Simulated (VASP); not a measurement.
# Ti5Si (R32) in VASP: a series of runs

The runs below take Ti5Si through single point, with PBEsol.

Program: VASP 6.6.1. These are calculated values, not measurements. Logs are shortened: lines on timing, memory, paths and dates and some standing lists are left out, and cuts for length are marked.

## 1. The cell of the first run

Symmetry: R32, No. 155, trigonal system. Conventional cell: a = 4.745 Å, b = 4.745 Å, c = 12.791 Å, α = 90.00°, β = 90.00°, γ = 120.00°. Within 3.5 Å of Ti (site symmetry 3) lie 12 Ti at 2.68 to 3.47 Å and 3 Si at 2.75 Å. Ti (site symmetry 2) has 10 Ti at 2.53 to 3.23 Å and 2 Si at 2.58 Å within 3.3 Å. Si (site symmetry 32) has 12 Ti at 2.58 to 2.75 Å within 3.4 Å.

## 2. Single point, PBEsol (13.85 Å³/atom)

INCAR reads:

```
SYSTEM = Ti5Si
PREC = Accurate
ENCUT = 520
EDIFF = 1E-7
ISMEAR = 0
SIGMA = 0.1
LREAL = .FALSE.
LASPH = .TRUE.
NELM = 60
ALGO = Fast
ISIF = 2
LWAVE = .FALSE.
LCHARG = .FALSE.
GGA = PS
NBANDS = 41
```

KPOINTS reads:

```
regular mesh
0
G
  12 12 12
  0 0 0
```

POSCAR reads:

```
Ti5Si
1.0
    2.3724284646      1.3697222126      4.2635918324
   -2.3724284646      1.3697222126      4.2635918324
    0.0000000000     -2.7394444254      4.2635918323
Ti Si
5 1
Direct
    0.1506764062      0.1506764062      0.1506764062
    0.6075102752      0.3924897248      0.0000000000
    0.0000000000      0.6075102752      0.3924897248
    0.8493235938      0.8493235938      0.8493235938
    0.3924897248      0.0000000000      0.6075102752
    0.5000000000      0.5000000000      0.5000000000
```

Potentials or basis: VASP PAW PBE potentials, release 64 (Ti_sv, Si).

Launch:

```
cat potpaw_PBE.64/Ti_sv/POTCAR potpaw_PBE.64/Si/POTCAR > POTCAR
mpirun -np 1 vasp_std > vasp.out
```

OUTCAR:

```text
SYSTEM = Ti5Si
   PREC = Accurate
   ENCUT = 520
   EDIFF = 1E-7
   ISMEAR = 0
   LREAL = .FALSE.
   LASPH = .TRUE.
   NELM = 60
   ISIF = 2
   GGA = PS

 ion  position               nearest neighbor table
   1  0.151  0.151  0.151-   5 2.68   2 2.68   3 2.68   6 2.75   6 2.75   6 2.75   5 2.76   3 2.76
                             2 2.76   4 2.77   4 2.77   4 2.77
   2  0.608  0.392  0.000-   5 2.53   3 2.53   5 2.53   3 2.53   6 2.58   6 2.58   4 2.68   1 2.68
                             4 2.76   1 2.76
   3  0.000  0.608  0.392-   2 2.53   2 2.53   5 2.53   5 2.53   6 2.58   6 2.58   4 2.68   1 2.68
                             4 2.76   1 2.76
   4  0.849  0.849  0.849-   3 2.68   2 2.68   5 2.68   6 2.75   6 2.75   6 2.75   3 2.76   5 2.76
                             2 2.76   1 2.77   1 2.77   1 2.77
   5  0.392  0.000  0.608-   2 2.53   2 2.53   3 2.53   3 2.53   6 2.58   6 2.58   1 2.68   4 2.68
                             1 2.76   4 2.76
   6  0.500  0.500  0.500-   2 2.58   2 2.58   5 2.58   3 2.58   5 2.58   3 2.58   1 2.75   4 2.75
                             4 2.75   1 2.75   1 2.75   4 2.75

  LATTYP: Found a trigonal (rhomboedric) cell.
 ALAT       =     5.0678171901
 COS(alpha) =     0.5616970767

  Lattice vectors:

 A1 = (   2.3724284646,   1.3697222126,   4.2635918324)
 A2 = (  -2.3724284646,   1.3697222126,   4.2635918324)
 A3 = (   0.0000000000,  -2.7394444254,   4.2635918323)

Analysis of symmetry for initial positions (statically):
=====================================================================
 Subroutine PRICEL returns:
 Original cell was already a primitive cell.

 Routine SETGRP: Setting up the symmetry group for a
 trigonal (rhombohedral) supercell.

 Subroutine GETGRP returns: Found  6 space group operations
 (whereof  6 operations were pure point group operations)
 out of a pool of 12 trial point group operations.

The static configuration has the point symmetry D_3 .

Analysis of symmetry for dynamics (positions and initial velocities):
=====================================================================
 Subroutine PRICEL returns:
 Original cell was already a primitive cell.

 Routine SETGRP: Setting up the symmetry group for a
 trigonal (rhombohedral) supercell.

 Subroutine GETGRP returns: Found  6 space group operations
 (whereof  6 operations were pure point group operations)
 out of a pool of 12 trial point group operations.

The dynamic configuration has the point symmetry D_3 .

 Subroutine INISYM returns: Found  6 space group operations
 (whereof  6 operations are pure point group operations),
 and found     1 'primitive' translations

----------------------------------------------------------------------------------------

                                     Primitive cell

  volume of cell :      83.1290

  direct lattice vectors                    reciprocal lattice vectors
     2.372428465  1.369722213  4.263591832     0.210754511  0.121679173  0.078181343
    -2.372428465  1.369722213  4.263591832    -0.210754511  0.121679173  0.078181343
     0.000000000 -2.739444425  4.263591832     0.000000000 -0.243358347  0.078181342

  length of vectors
     5.067817190  5.067817190  5.067817190     0.255608308  0.255608308  0.255608308

  position of ions in fractional coordinates (direct lattice)
     0.150676406  0.150676406  0.150676406
     0.607510275  0.392489725  1.000000000
     0.000000000  0.607510275  0.392489725
     0.849323594  0.849323594  0.849323594
     0.392489725  0.000000000  0.607510275
     0.500000000  0.500000000  0.500000000

  ion indices of the primitive-cell ions
   primitive index   ion index
                 1           1
                 2           2
                 3           3
                 4           4
                 5           5
                 6           6

----------------------------------------------------------------------------------------

 KPOINTS: regular mesh

Automatic generation of k-mesh.
 Grid dimensions read from file:
 generate k-points for:   12   12   12

 Generating k-lattice:

  Cartesian coordinates                     Fractional coordinates (reciprocal lattice)
     0.017562876  0.010139931  0.006515112     0.083333333  0.000000000  0.000000000
    -0.017562876  0.010139931  0.006515112     0.000000000  0.083333333  0.000000000
     0.000000000 -0.020279862  0.006515112    -0.000000000 -0.000000000  0.083333333

  Length of vectors
     0.021300692  0.021300692  0.021300692

  Shift w.r.t. Gamma in fractional coordinates (k-lattice)
     0.000000000  0.000000000  0.000000000

 Subroutine IBZKPT returns following result:
 ===========================================

 Found    189 irreducible k-points:

 Following reciprocal coordinates:
            Coordinates               Weight
  0.000000  0.000000  0.000000      1.000000
  0.083333 -0.000000 -0.000000      6.000000
  0.166667 -0.000000 -0.000000      6.000000
  0.250000  0.000000  0.000000      6.000000
  0.333333  0.000000 -0.000000      6.000000
  0.416667  0.000000  0.000000      6.000000
[... 16 lines left out ...]
  0.500000  0.166667  0.000000     12.000000
 -0.416667  0.166667 -0.000000     12.000000
 [... further k-points ...]
   k-points           NKPTS =    189   k-points in BZ     NKDIM =    189   number of bands    NBANDS=     41
   number of dos      NEDOS =    301   number of ions     NIONS =      6
   total plane-waves  NPLWV =  64000
   dimension x,y,z NGX =    40 NGY =   40 NGZ =   40
   dimension x,y,z NGXF=    80 NGYF=   80 NGZF=   80
   ions per type =               5   1
   NGX,Y,Z   is equivalent  to a cutoff of  13.12, 13.12, 13.12 a.u.
   NGXF,Y,Z  is equivalent  to a cutoff of  26.24, 26.24, 26.24 a.u.
 SYSTEM =  Ti5Si
   PREC   = accura    normal or accurate (medium, high low for compatibility)
   ISTART =      0    job   : 0-new  1-cont  2-samecut
   ICHARG =      2    charge: 1-file 2-atom 10-const
   ISPIN  =      1    spin polarized calculation?
   LNONCOLLINEAR =      F non collinear calculations
   LSORBIT =      F    spin-orbit coupling
   LASPH  =      T    aspherical Exc in radial PAW
   ENCUT  =  520.0 eV  38.22 Ry    6.18 a.u.   9.42  9.42  9.42*2*pi/ulx,y,z
   NELM   =     60;   NELMIN=  2; NELMDL= -5     # of ELM steps
   EDIFF  = 0.1E-06   stopping-criterion for ELM
   LREAL  =      F    real-space projection
   EDIFFG = 0.1E-05   stopping-criterion for IOM
   NSW    =      0    number of steps for IOM
   IBRION =     -1    ionic relax: 0-MD 1-quasi-New 2-CG
   NFREE  =      0    steps in history (QN), initial steepest desc. (CG)
   ISIF   =      2    stress and relaxation
   ISYM   =      2    0-nonsym 1-usesym 2-fastsym
   POTIM  = 0.5000    time-step for ionic-motion
   TEBEG  =    0.0;   TEEND  =   0.0 temperature during run
   PSTRESS=    0.0 pullay stress
   NELECT =      64.0000    total number of electrons
   NUPDOWN=      -1.0000    fix difference up-down
   EMIN   =  10.00;   EMAX   =-10.00  energy-range for DOS
   EFERMI =   0.00;   METHOD = LEGACY
   ISMEAR =     0;   SIGMA  =   0.10  broadening in eV -4-tet -1-fermi 0-gaus
   EFERMI_NEDOS =   21; number of points for ismear=-14 and -15
   IALGO  =     68    algorithm
   IMIX   =      4    mixing-type and parameters
     AMIX     =   0.40;   BMIX     =  1.00
     AMIX_MAG =   1.60;   BMIX_MAG =  1.00
  volume/ion in A,a.u.               =      13.85        93.50
  Fermi-wavevector in a.u.,A,eV,Ry     =   1.500435  2.835412 30.630886  2.251307
  Thomas-Fermi vector in A             =   2.611936
   LORBIT       =      0    0 simple, 1 ext, 2 COOP (PROOUT), +10 PAW based schemes
   GGA     = PS    functional components
   LHFCALC =     F    Hartree Fock is set to
   AEXX    =    0.0000 exact exchange contribution
   IVDW    =     0    specifies the selected vdW correction
   LEPSILON=     F    determine dielectric tensor
   LRPA    =     F    only Hartree local field effects (RPA)
 non-spin polarized calculation
 RMM-DIIS sequential band-by-band and
 Gauss-broadening in eV      SIGMA  =   0.10
  energy-cutoff  :      520.00
  volume of cell :       83.13
 maximum number of plane-waves:      2259
 NGX is ok and might be reduce to    40
   NGX = 19   NGY = 19   NGZ = 19

 number of electron      64.0000004 magnetization

 Free energy of the ion-electron system (eV)
  ---------------------------------------------------
  ext. energy  EPLUGINS =         0.00000000
  ---------------------------------------------------
  free energy    TOTEN  =       -48.77975507 eV

  energy without entropy =      -48.75473979  energy(sigma->0) =      -48.76724743

 E-fermi :  10.5533     XC(G=0): -12.5277

 val. band max:       10.5473175575   @ k =  -0.2500   0.1667  -0.0000
 cond. band min:      10.5547190700   @ k =  -0.4167   0.4167   0.1667
 fundamental gap:      0.0074015125
 Fermi energy:        10.5532872359

 k-point     1 :       0.0000    0.0000    0.0000
  band No.  band energies     occupation
      1     -45.6723      2.00000
      2     -45.4759      2.00000
      3     -45.4300      2.00000
      4     -45.2155      2.00000
      5     -45.2155      2.00000
      6     -22.5678      2.00000
[... 33 lines left out ...]
     40      12.6259      0.00000
     41      12.7654      0.00000

 k-point     2 :       0.0833   -0.0000   -0.0000
  band No.  band energies     occupation
      1     -45.6678      2.00000
      2     -45.4777      2.00000
      3     -45.4288      2.00000
      4     -45.2199      2.00000
      5     -45.2155      2.00000
      6     -22.5662      2.00000
[... 33 lines left out ...]
     40      12.5876      0.00000
     41      12.8333      0.00000

 k-point     3 :       0.1667   -0.0000   -0.0000
  band No.  band energies     occupation
      1     -45.6546      2.00000
      2     -45.4832      2.00000
      3     -45.4250      2.00000
      4     -45.2324      2.00000
      5     -45.2154      2.00000
      6     -22.5606      2.00000
[... 33 lines left out ...]
     40      12.6204      0.00000
     41      12.8794      0.00000

 k-point     4 :       0.2500    0.0000    0.0000
  band No.  band energies     occupation
      1     -45.6347      2.00000
      2     -45.4921      2.00000
      3     -45.4189      2.00000
      4     -45.2512      2.00000
      5     -45.2151      2.00000
      6     -22.5541      2.00000
[... 825 lines left out ...]
     40      12.7809      0.00000
     41      12.9203      0.00000

 k-point    23 :       0.5000    0.1667    0.0000
  band No.  band energies     occupation
      1     -45.5747      2.00000
      2     -45.5231      2.00000
      3     -45.3976      2.00000
      4     -45.3060      2.00000
      5     -45.2135      2.00000
      6     -22.5043      2.00000
[... 33 lines left out ...]
     40      12.6841      0.00000
     41      12.9048      0.00000

 k-point    24 :      -0.4167    0.1667   -0.0000
  band No.  band energies     occupation
      1     -45.5689      2.00000
      2     -45.5288      2.00000
      3     -45.3876      2.00000
      4     -45.3164      2.00000
      5     -45.2135      2.00000
      6     -22.4971      2.00000
[... 33 lines left out ...]
     40      12.6922      0.00000
     41      12.9074      0.00000

 [... further k-points ...]
[... 5 lines left out ...]
  --------------------------------------------------------------------------------------
  -------------------------------------------------------------------------------------
  Total       10.6289697     10.6289697     10.6744787      0.0000000      0.0000000      0.0000000
  in kB      204.8562668    204.8562668    205.7333796      0.0000000      0.0000000      0.0000000
  external PRESSURE =     205.1486378 kB  Pullay stress =       0.0000000 kB

 VOLUME and BASIS-vectors are now :
 -----------------------------------------------------------------------------
  energy-cutoff  :      520.00
  volume of cell :       83.13
      direct lattice vectors                 reciprocal lattice vectors
     2.372428465  1.369722213  4.263591832     0.210754511  0.121679173  0.078181343
    -2.372428465  1.369722213  4.263591832    -0.210754511  0.121679173  0.078181343
     0.000000000 -2.739444425  4.263591832     0.000000000 -0.243358347  0.078181342

 POSITION                                       TOTAL-FORCE (eV/Angst)
 -----------------------------------------------------------------------------------
      0.00000     -0.00000      1.92727         0.000000     -0.000000      0.011378
      0.51012      1.36972      4.26359        -0.005901      0.000000      0.000000
     -1.44127     -0.24308      4.26359         0.002950     -0.005110     -0.000000
      0.00000     -0.00000     10.86351         0.000000      0.000000     -0.011378
      0.93115     -1.12664      4.26359         0.002950      0.005110      0.000000
      0.00000     -0.00000      6.39539         0.000000      0.000000      0.000000
 -----------------------------------------------------------------------------------
    total drift:                               -0.000000      0.000000     -0.000000

  FREE ENERGIE OF THE ION-ELECTRON SYSTEM (eV)
  ---------------------------------------------------
  free  energy   TOTEN  =       -48.7797550681 eV

  energy  without entropy=      -48.7547397932  energy(sigma->0) =      -48.76724743
```

Wall time 25 min (1 thread of Intel Xeon 6975P-C (Granite Rapids), shared host); peak memory 0.6 GiB.

What came out:

| Property | Result |
| --- | --- |
| Free energy | -48.7798 eV |
| Pressure | 20.5 GPa |
| Largest force | 0.011 eV/Å |
| Band gap on the k mesh | zero (bands 32 and 33 overlap by 0.59 eV) |

Forces on the atoms (eV/Å):
```
Ti   0.000  0.000  0.011
Ti  -0.006  0.000  0.000
Ti   0.003 -0.005  0.000
Ti   0.000  0.000 -0.011
Ti   0.003  0.005  0.000
Si   0.000  0.000  0.000
```

Caveat: the cell stands under pressure; the PAW data sets were made with another functional, which shifts forces and pressure a little.

## 3. Single point, PBEsol (14.33 Å³/atom)

This run uses another cell than the first one, of 14.33 Å³/atom.

INCAR reads:

```
SYSTEM = Ti5Si
  PREC = Accurate
  ENCUT = 520
  EDIFF = 1E-7
  ISMEAR = 0
  SIGMA = 0.1
  LREAL = .False.
  LASPH = .True.
  NELM = 100
  ALGO = Fast
  ISIF = 2
  LWAVE = .False.
  LCHARG = .True.
  GGA = PS
  LELF = .True.
  LVHAR = .True.
  NBANDS = 41
```

KPOINTS reads:

```
regular mesh
0
Gamma
  12 12 12
  0 0 0
```

POSCAR reads:

```
Ti5Si
1.0
    2.4028325237      1.3872760043      4.2980710502
   -2.4028325237      1.3872760043      4.2980710502
    0.0000000000     -2.7745520089      4.2980710502
Ti Si
5 1
Direct
    0.1508615523      0.1508615523      0.1508615523
    0.6070114338      0.3929885662      0.0000000000
    0.0000000000      0.6070114338      0.3929885662
    0.8491384477      0.8491384477      0.8491384477
    0.3929885662      0.0000000000      0.6070114338
    0.5000000000      0.5000000000      0.5000000000
```

Potentials or basis: VASP PAW PBE potentials, release 64 (Ti_sv, Si).

Launch:

```
cat potpaw_PBE.64/Ti_sv/POTCAR potpaw_PBE.64/Si/POTCAR > POTCAR
mpirun -np 1 vasp_std > vasp.out
```

Run time: 24 min. Hardware: 1 thread of Intel Xeon 6975P-C (Granite Rapids), shared host; peak memory 0.61 GiB.

The run converged. Its results:

| Item | Value |
| --- | --- |
| Free energy | -49.0454 eV |
| Pressure | 14.6 GPa |
| Largest force | 0.007 eV/Å |
| Band gap on the k mesh | zero (bands 32 and 33 overlap by 0.61 eV) |

Forces on the atoms (eV/Å):
```
Ti   0.000  0.000  0.007
Ti  -0.006  0.000  0.000
Ti   0.003 -0.006  0.000
Ti   0.000  0.000 -0.007
Ti   0.003  0.006  0.000
Si   0.000  0.000  0.000
```

Stress tensor (GPa, compression positive):
```
14.55  0.00  0.00
 0.00 14.55  0.00
 0.00  0.00 14.63
```

Levels at points of the mesh, in eV from the Fermi level:
| k point | band 30 | band 31 | band 32 | band 33 | band 34 | band 35 |
| --- | --- | --- | --- | --- | --- | --- |
| (0.00, 0.00, 0.00) | -0.94 | -0.81 | -0.10 | -0.10 | -0.02 | 1.20 |
| (0.50, 0.00, 0.00) | -0.86 | -0.60 | 0.38 | 0.61 | 0.61 | 0.79 |
| (0.50, 0.50, 0.00) | -0.67 | -0.37 | -0.11 | -0.09 | 0.62 | 0.85 |
| (0.50, 0.50, 0.50) | -0.56 | -0.51 | -0.28 | 0.25 | 0.25 | 1.04 |

Caveat: the cell stands under pressure; the PAW data sets were made with another functional, which shifts forces and pressure a little.

## 4. Single point, PBEsol (16.69 Å³/atom)

This run uses another cell than the first one, of 16.69 Å³/atom.

INCAR reads:

```
SYSTEM = Ti5Si
  ALGO = Fast
  EDIFF = 1E-6
  ENCUT = 520
  GGA = PS
  ISIF = 2
  ISMEAR = 0
  LASPH = .True.
  LCHARG = .False.
  LREAL = .False.
  LWAVE = .False.
  NBANDS = 41
  NELM = 60
  PREC = Accurate
  SIGMA = 0.1
```

KPOINTS reads:

```
k-points
0
Gamma
  12 12 12
  0 0 0
```

POSCAR reads:

```
Ti5Si
1.0
    2.5450142216      1.4693646459      4.4627713855
   -2.5450142216      1.4693646459      4.4627713855
    0.0000000000     -2.9387292919      4.4627713855
Ti Si
5 1
Direct
    0.1513664919      0.1513664919      0.1513664919
    0.6027307178      0.3972692822      0.0000000000
    0.0000000000      0.6027307178      0.3972692822
    0.8486335081      0.8486335081      0.8486335081
    0.3972692822      0.0000000000      0.6027307178
    0.5000000000      0.5000000000      0.5000000000
```

Launch:

```
cat potpaw_PBE.64/Ti_sv/POTCAR potpaw_PBE.64/Si/POTCAR > POTCAR
mpirun -np 1 vasp_std > vasp.out
```

It took 42 min on 1 thread of Intel Xeon Platinum 8488C (Sapphire Rapids), shared host; peak memory 0.67 GiB.

The run converged. Its results:

```
Free energy            : -49.3101 eV
Pressure               : -6.8 GPa
Band gap on the k mesh : zero (bands 32 and 33 overlap by 0.57 eV)
```

Forces on the atoms (eV/Å):
```
Ti   0.000  0.000 -0.003
Ti   0.001  0.000  0.000
Ti   0.000  0.001  0.000
Ti   0.000  0.000  0.003
Ti   0.000 -0.001  0.000
Si   0.000  0.000  0.000
```

Levels at points of the mesh, in eV from the Fermi level:
| k point | band 30 | band 31 | band 32 | band 33 | band 34 | band 35 |
| --- | --- | --- | --- | --- | --- | --- |
| (0.00, 0.00, 0.00) | -0.89 | -0.73 | -0.09 | -0.05 | -0.05 | 1.02 |
| (0.50, 0.00, 0.00) | -0.72 | -0.50 | 0.37 | 0.53 | 0.58 | 0.70 |
| (0.50, 0.50, 0.00) | -0.55 | -0.37 | -0.10 | -0.06 | 0.66 | 0.68 |
| (0.50, 0.50, 0.50) | -0.57 | -0.57 | -0.15 | 0.25 | 0.25 | 0.85 |

Caveat: the cell stands under tension; the PAW data sets were made with another functional, which shifts forces and pressure a little.

## 5. Summary

| cell | further INCAR settings | gap on the mesh (eV) | pressure (GPa) | largest force (eV/Å) |
| --- | --- | --- | --- | --- |
| a = 5.068 Å, angles 55.8°, 6 atoms, atomic positions A | ALGO = Fast; EDIFF = 1e-07; NBANDS = 41 | none | 20.5 | 0.01 |
| a = 5.116 Å, angles 56.0°, 6 atoms, atomic positions A | ALGO = Fast; EDIFF = 1e-07; NBANDS = 41 | none | 14.6 | 0.01 |
| a = 5.343 Å, angles 56.9°, 6 atoms, atomic positions B | ALGO = Fast; EDIFF = 1e-06; NBANDS = 41 | none | -6.8 | - |

Alike in all rows: task single point; level PBEsol; potentials or basis VASP PAW PBE potentials, release 64 (Ti_sv, Si); no spin polarisation; k mesh 12 × 12 × 12; cutoff (eV) 520; smearing gaussian 0.1 eV.

Caveats: the PAW data sets were made with another functional, which shifts forces and pressure a little; the cell stands under pressure (at least some runs); the cell stands under tension (at least some runs).

Total energies depend on the potentials used, so only differences within one code and one set of settings carry meaning.
